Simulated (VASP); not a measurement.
# LiW16 (a cell with a defect) in VASP: single point with PBE

Aim: the single point of LiW16 (a cell with a defect) with PBE.

Program: VASP 6.6.1. These are calculated values, not measurements. Logs are shortened: lines on timing, memory, paths and dates and some standing lists are left out, and cuts for length are marked.

### 1 The cell of the first run

The cell holds a defect, 17 atoms: a = 6.320 Å, b = 6.320 Å, c = 6.320 Å, α = 90.00°, β = 90.00°, γ = 90.00°.

### 2 Single point, PBE

Contents of INCAR:

```
ALGO = Normal
EDIFF = 1E-7
ENCUT = 520
GGA = PE
ISIF = 2
ISMEAR = -1
LASPH = T
LCHARG = T
LELF = T
LREAL = Auto
LVHAR = T
LWAVE = F
NBANDS = 128
NELM = 100
PREC = Accurate
SIGMA = 0.05
```

Contents of KPOINTS:

```
k-points
0
Gamma
  3 3 3
```

Contents of POSCAR:

```
LiW16
1.0
    6.3200000000      0.0000000000      0.0000000000
    0.0000000000      6.3200000000      0.0000000000
    0.0000000000      0.0000000000      6.3200000000
W Li
16 1
Direct
   -0.0573200949     -0.0282278481      0.0319395570
    0.5282667722     -0.0003713608      0.0037693038
    0.0069223101      0.4935873418     -0.0006093354
    0.0069420886      0.0038708861      0.5098683544
    0.2556958861      0.2546882911      0.2505270570
    0.5040368671      0.5010689873      0.0011302215
    0.5039743671      0.0022268987      0.5023026899
    0.7519370253      0.2584202532      0.2590378165
    0.0023026899      0.5048735759      0.4983639241
    0.2526693038      0.7574504747      0.2458060127
    0.2715409810      0.2835958861      0.7197704114
    0.5048001582      0.5054261076      0.4978455696
    0.7469750000      0.7386069620      0.2647762658
    0.7593430380      0.2535246835      0.7498237342
    0.2558299051      0.7523262658      0.7483488924
    0.7520378165      0.7444020570      0.7450185127
    0.2109708861      0.0644544304     -0.0625109177
```

Potentials or basis: VASP PAW PBE potentials, release 64 (W_sv, Li_sv).

Command:

```bash
> cat potpaw_PBE.64/W_sv/POTCAR potpaw_PBE.64/Li_sv/POTCAR > POTCAR
> mpirun -np 1 vasp_std > vasp.out
```

OUTCAR:

```text
EDIFF = 1E-7
   ENCUT = 520
   GGA = PE
   ISIF = 2
   ISMEAR = -1
   LASPH = T
   LREAL = Auto
   NELM = 100
   PREC = Accurate

 ion  position               nearest neighbor table
   1  0.943  0.972  0.032-  17 1.89  13 2.42   8 2.61  16 2.61   2 2.63  10 2.74  14 2.77   5 3.00
                            15 3.01   4 3.05   3 3.06   3 3.33   4 3.33  11 3.48
   2  0.528  1.000  0.004-  17 2.09   1 2.63   8 2.70  16 2.70  14 2.70  13 2.71  10 2.78   5 2.83
                            15 2.83  11 3.01   7 3.15   6 3.15   6 3.17   7 3.17
   3  0.007  0.494  0.999-  14 2.69   5 2.70   8 2.74  10 2.76  15 2.77  11 2.77  16 2.77  13 2.81
                            17 3.03   1 3.06   6 3.14   9 3.15   9 3.17   6 3.18   1 3.33
   4  0.007  0.004  0.510-  14 2.69  15 2.70  16 2.74  10 2.76   5 2.77  11 2.77   8 2.77  13 2.81
                            17 3.02   1 3.05   7 3.14   9 3.15   9 3.17   7 3.18   1 3.33
   5  0.256  0.255  0.251-  17 2.33   3 2.70   6 2.72  12 2.73   9 2.74   7 2.75   4 2.77   2 2.83
                            11 2.97   1 3.00   8 3.14  10 3.14  10 3.18   8 3.18  11 3.36
   6  0.504  0.501  0.001-  11 2.69   5 2.72  13 2.72  16 2.73   8 2.73  15 2.74  10 2.75  14 2.75
                            12 3.14   3 3.14   2 3.15   2 3.17   3 3.18  12 3.18
   7  0.504  0.002  0.502-  11 2.68  15 2.72  13 2.72   8 2.73  16 2.73   5 2.75  10 2.75  14 2.75
                            12 3.14   4 3.14   2 3.15   2 3.17   4 3.18  12 3.18
   8  0.752  0.258  0.259-   1 2.61  12 2.67   9 2.69   2 2.70   7 2.73   6 2.73   3 2.74   4 2.77
                            13 3.04  14 3.10   5 3.14   5 3.18  14 3.22  13 3.29
   9  0.002  0.505  0.498-  11 2.61  13 2.64   8 2.69  16 2.69  14 2.72  15 2.74   5 2.74  10 2.76
                            12 3.14   3 3.15   4 3.15   4 3.17   3 3.17  12 3.18
  10  0.253  0.757  0.246-   1 2.74   6 2.75   7 2.75   9 2.76  12 2.76   3 2.76   4 2.76  17 2.76
                             2 2.78  13 3.13   5 3.14  15 3.14  15 3.18   5 3.18  13 3.20
  11  0.272  0.284  0.720-  17 1.99  12 2.47   9 2.61   7 2.68   6 2.69   3 2.77   4 2.77  15 2.97
                             5 2.97   2 3.01  14 3.09  14 3.25   5 3.36  15 3.36   1 3.48
  12  0.505  0.505  0.498-  11 2.47  13 2.59   8 2.67  16 2.68  15 2.72   5 2.73  10 2.76  14 2.77
                             6 3.14   7 3.14   9 3.14   9 3.18   7 3.18   6 3.18
  13  0.747  0.739  0.265-   1 2.42  12 2.59   9 2.64   2 2.71   6 2.72   7 2.72   4 2.81   3 2.81
                             8 3.04  16 3.04  10 3.13  10 3.20  16 3.29   8 3.29
  14  0.759  0.254  0.750-   3 2.69   4 2.69   2 2.70   9 2.72   6 2.75   7 2.75  12 2.77   1 2.77
                            11 3.09   8 3.10  16 3.10  16 3.22   8 3.22  11 3.25
  15  0.256  0.752  0.748-  17 2.32   4 2.70   7 2.72  12 2.72   9 2.74   6 2.74   3 2.77   2 2.83
                            11 2.97   1 3.01  16 3.14  10 3.14  10 3.18  16 3.18  11 3.36
  16  0.752  0.744  0.745-   1 2.61  12 2.68   9 2.69   2 2.70   6 2.73   7 2.73   4 2.74   3 2.77
                            13 3.04  14 3.10  15 3.14  15 3.18  14 3.22  13 3.29
  17  0.211  0.064  0.937-   1 1.89  11 1.99   2 2.09  15 2.32   5 2.33  10 2.76   4 3.02   3 3.03

  LATTYP: Found a simple cubic cell.
 ALAT       =     6.3200000000

  Lattice vectors:

 A1 = (   6.3200000000,   0.0000000000,   0.0000000000)
 A2 = (   0.0000000000,   6.3200000000,   0.0000000000)
 A3 = (   0.0000000000,   0.0000000000,   6.3200000000)

Analysis of symmetry for initial positions (statically):
=====================================================================
 Subroutine PRICEL returns:
 Original cell was already a primitive cell.

 Routine SETGRP: Setting up the symmetry group for a
 simple cubic supercell.

 Subroutine GETGRP returns: Found  1 space group operations
 (whereof  1 operations were pure point group operations)
 out of a pool of 48 trial point group operations.

The static configuration has the point symmetry C_1 .

Analysis of symmetry for dynamics (positions and initial velocities):
=====================================================================
 Subroutine PRICEL returns:
 Original cell was already a primitive cell.

 Routine SETGRP: Setting up the symmetry group for a
 simple cubic supercell.

 Subroutine GETGRP returns: Found  1 space group operations
 (whereof  1 operations were pure point group operations)
 out of a pool of 48 trial point group operations.

The dynamic configuration has the point symmetry C_1 .

 Subroutine INISYM returns: Found  1 space group operations
 (whereof  1 operations are pure point group operations),
 and found     1 'primitive' translations

----------------------------------------------------------------------------------------

                                     Primitive cell

  volume of cell :     252.4360

  direct lattice vectors                    reciprocal lattice vectors
[... 68 lines left out ...]
 ===========================================

 Found     14 irreducible k-points:

 Following reciprocal coordinates:
            Coordinates               Weight
  0.000000  0.000000  0.000000      1.000000
  0.333333  0.000000  0.000000      2.000000
  0.000000  0.333333  0.000000      2.000000
  0.000000  0.000000  0.333333      2.000000
  0.333333  0.333333  0.000000      2.000000
  0.000000  0.333333  0.333333      2.000000
  0.333333  0.000000  0.333333      2.000000
 -0.333333  0.333333  0.000000      2.000000
 -0.333333  0.000000  0.333333      2.000000
  0.000000 -0.333333  0.333333      2.000000
  0.333333  0.333333  0.333333      2.000000
 -0.333333  0.333333  0.333333      2.000000
 -0.333333 -0.333333  0.333333      2.000000
  0.333333 -0.333333  0.333333      2.000000
   k-points           NKPTS =     14   k-points in BZ     NKDIM =     14   number of bands    NBANDS=    128
   number of dos      NEDOS =    301   number of ions     NIONS =     17
   total plane-waves  NPLWV = 110592
   dimension x,y,z NGX =    48 NGY =   48 NGZ =   48
   dimension x,y,z NGXF=    96 NGYF=   96 NGZF=   96
   ions per type =              16   1
   NGX,Y,Z   is equivalent  to a cutoff of  12.63, 12.63, 12.63 a.u.
   NGXF,Y,Z  is equivalent  to a cutoff of  25.25, 25.25, 25.25 a.u.
 SYSTEM =  unknown system
   PREC   = accura    normal or accurate (medium, high low for compatibility)
   ISTART =      0    job   : 0-new  1-cont  2-samecut
   ICHARG =      2    charge: 1-file 2-atom 10-const
   ISPIN  =      1    spin polarized calculation?
   LNONCOLLINEAR =      F non collinear calculations
   LSORBIT =      F    spin-orbit coupling
   LASPH  =      T    aspherical Exc in radial PAW
   ENCUT  =  520.0 eV  38.22 Ry    6.18 a.u.  11.75 11.75 11.75*2*pi/ulx,y,z
   NELM   =    100;   NELMIN=  2; NELMDL= -5     # of ELM steps
   EDIFF  = 0.1E-06   stopping-criterion for ELM
   LREAL  =      T    real-space projection
   EDIFFG = 0.1E-05   stopping-criterion for IOM
   NSW    =      0    number of steps for IOM
   IBRION =     -1    ionic relax: 0-MD 1-quasi-New 2-CG
   NFREE  =      0    steps in history (QN), initial steepest desc. (CG)
   ISIF   =      2    stress and relaxation
   ISYM   =      2    0-nonsym 1-usesym 2-fastsym
   POTIM  = 0.5000    time-step for ionic-motion
   TEBEG  =    0.0;   TEEND  =   0.0 temperature during run
   PSTRESS=    0.0 pullay stress
   NELECT =     227.0000    total number of electrons
   NUPDOWN=      -1.0000    fix difference up-down
   EMIN   =  10.00;   EMAX   =-10.00  energy-range for DOS
   EFERMI =   0.00;   METHOD = LEGACY
   ISMEAR =    -1;   SIGMA  =   0.05  broadening in eV -4-tet -1-fermi 0-gaus
   EFERMI_NEDOS =   21; number of points for ismear=-14 and -15
   IALGO  =     38    algorithm
   IMIX   =      4    mixing-type and parameters
     AMIX     =   0.40;   BMIX     =  1.00
     AMIX_MAG =   1.60;   BMIX_MAG =  1.00
  volume/ion in A,a.u.               =      14.85       100.21
  Fermi-wavevector in a.u.,A,eV,Ry     =   1.580155  2.986060 33.972251  2.496890
  Thomas-Fermi vector in A             =   2.680426
   LORBIT       =      0    0 simple, 1 ext, 2 COOP (PROOUT), +10 PAW based schemes
   GGA     = PE    functional components
   LHFCALC =     F    Hartree Fock is set to
   AEXX    =    0.0000 exact exchange contribution
   IVDW    =     0    specifies the selected vdW correction
   LEPSILON=     F    determine dielectric tensor
   LRPA    =     F    only Hartree local field effects (RPA)
 non-spin polarized calculation
  energy-cutoff  :      520.00
  volume of cell :      252.44
 maximum number of plane-waves:      6859
   NGX = 23   NGY = 23   NGZ = 23

 number of electron     226.9999999 magnetization

 Free energy of the ion-electron system (eV)
  ---------------------------------------------------
  ext. energy  EPLUGINS =         0.00000000
  ---------------------------------------------------
  free energy    TOTEN  =      -201.41514389 eV

  energy without entropy =     -201.35630645  energy(sigma->0) =     -201.38572517

 E-fermi :  11.6530     XC(G=0): -13.7172

 val. band max:       11.6471003979   @ k =   0.3333   0.0000   0.0000
 cond. band min:      11.6615406967   @ k =   0.0000   0.0000   0.0000
 fundamental gap:      0.0144402988
 Fermi energy:        11.6530394859

 k-point     1 :       0.0000    0.0000    0.0000
  band No.  band energies     occupation
      1     -62.4216      2.00000
      2     -62.3382      2.00000
      3     -62.3336      2.00000
      4     -62.3028      2.00000
      5     -62.2999      2.00000
      6     -62.2998      2.00000
[... 1781 lines left out ...]
    124      13.5740      0.00000
    125      13.6772      0.00000
 [bands above 125 left out]

------------------------ aborting loop because EDIFF is reached ----------------------------------------

  FORCE on cell =-STRESS in cart. coord.  units (eV):
  Direction    XX          YY          ZZ          XY          YZ          ZX
  --------------------------------------------------------------------------------------
  -------------------------------------------------------------------------------------
  Total       40.2759657     30.5310978     30.4148842      4.8393878     -4.0948523     -4.8831997
  in kB      255.6261679    193.7767947    193.0392025     30.7149473    -25.9894797    -30.9930155
  external PRESSURE =     214.1473884 kB  Pullay stress =       0.0000000 kB

 VOLUME and BASIS-vectors are now :
 -----------------------------------------------------------------------------
  energy-cutoff  :      520.00
  volume of cell :      252.44
      direct lattice vectors                 reciprocal lattice vectors
     6.320000000  0.000000000  0.000000000     0.158227848  0.000000000  0.000000000
     0.000000000  6.320000000  0.000000000     0.000000000  0.158227848  0.000000000
     0.000000000  0.000000000  6.320000000     0.000000000  0.000000000  0.158227848

 POSITION                                       TOTAL-FORCE (eV/Angst)
 -----------------------------------------------------------------------------------
      5.95774      6.14160      0.20186         0.006101      0.023360     -0.026263
      3.33865      6.31765      0.02382        -0.007292      0.000079     -0.001355
      0.04375      3.11947      6.31615         0.001007      0.008598     -0.001676
      0.04387      0.02446      3.22237         0.001364      0.002090     -0.008969
      1.61600      1.60963      1.58333        -0.000142     -0.006225     -0.003354
      3.18551      3.16676      0.00714         0.001331      0.002290      0.000141
[... 9 lines left out ...]
      4.75288      4.70462      4.70852         0.001201     -0.003380     -0.001188
      1.33334      0.40735      5.92493         0.027256     -0.005901      0.006523
 -----------------------------------------------------------------------------------
    total drift:                               -0.011056     -0.009657     -0.000533

  FREE ENERGIE OF THE ION-ELECTRON SYSTEM (eV)
  ---------------------------------------------------
  free  energy   TOTEN  =      -201.4151438880 eV

  energy  without entropy=     -201.3563064509  energy(sigma->0) =     -201.38572517
```

Run time: 32 min. Hardware: 1 thread of Intel Xeon 8259CL, shared host; peak memory 0.49 GiB.

What came out:

```yaml
Free_energy: -201.4151 eV
Largest_force: 0.044 eV/Å
Band_gap_on_the_k_mesh: zero (an odd number of electrons rules out a gap without spin polarisation)
```

Forces in eV/Å, atoms in the order of the input:
```
W    0.006  0.023 -0.026
W   -0.007  0.000 -0.001
W    0.001  0.009 -0.002
W    0.001  0.002 -0.009
W    0.000 -0.006 -0.003
W    0.001  0.002  0.000
W    0.001 -0.001 -0.004
W    0.001  0.001  0.002
W    0.009  0.002 -0.002
W    0.003 -0.001  0.002
W   -0.027 -0.023  0.023
W    0.009  0.015 -0.014
W   -0.024 -0.025  0.026
W   -0.002  0.005 -0.004
W   -0.002  0.007  0.007
W    0.001 -0.003 -0.001
Li   0.027 -0.006  0.007
```

Levels at points of the mesh, in eV from the Fermi level:
```csv
k point,band 112,band 113,band 114,band 115,band 116,band 117
"(0.00, 0.00, 0.00)",-0.21,0.01,0.49,0.56,0.58,0.67
```

Caveat: the cutoff is under 1.25 times the usual one of these potentials, so pressure, stress and relaxed cells hold a basis-set (Pulay) error; atoms lie so close that the PAW spheres overlap strongly, which falsifies energies and pressures; spin-orbit coupling is left out, which moves the levels of the heavy elements.
